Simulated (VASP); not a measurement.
NaCl:

```
CELL_PARAMETERS angstrom
3.50648 0.00000 0.00000
0.00000 3.50648 0.00000
0.00000 0.00000 3.50648
ATOMIC_POSITIONS crystal
Na 0.00000 0.00000 0.00000
Cl 0.50000 0.50000 0.50000
```

| Property | Result |
| --- | --- |
| Program | VASP 6.6.1 |
| Task | relaxation of cell and atoms |
| Functional | PBEsol |
| Potentials or basis | VASP PAW PBE potentials, release 64 (Na_pv, Cl) |
| Cutoff | 600 eV |
| k mesh | 6 × 6 × 6 |
| Occupations | fermi-dirac, width 0.02 eV |
| Spin | no spin polarisation |

At the start: pressure -1.3 GPa; volume 21.56 Å³/atom.

Q: How do energy, volume and symmetry change on relaxing?

A: Over 4 steps the energy falls by 4.5 meV/atom and the volume is 20.50 Å³/atom (-4.9 %); space group Pm-3m (No. 221, to 0.1 Å) before and after.

The path:
```
step  energy change (eV)  largest force (eV/Å)  pressure (GPa)  volume (Å³)
   1              0.0000                0.0000           -1.28        43.11
   2             -0.0066                0.0000           -0.68        42.05
   3             -0.0089                0.0000           -0.12        41.17
   4             -0.0090                0.0000            0.02        41.00
```

Final structure:
```
Na Cl
1.0
     3.44817    0.00000    0.00000
     0.00000    3.44817    0.00000
     0.00000    0.00000    3.44817
Na Cl
1 1
Direct
  0.00000 0.00000 0.00000
  0.50000 0.50000 0.50000
```

Caveat: the PAW data sets were made with another functional, which shifts forces and pressure a little.
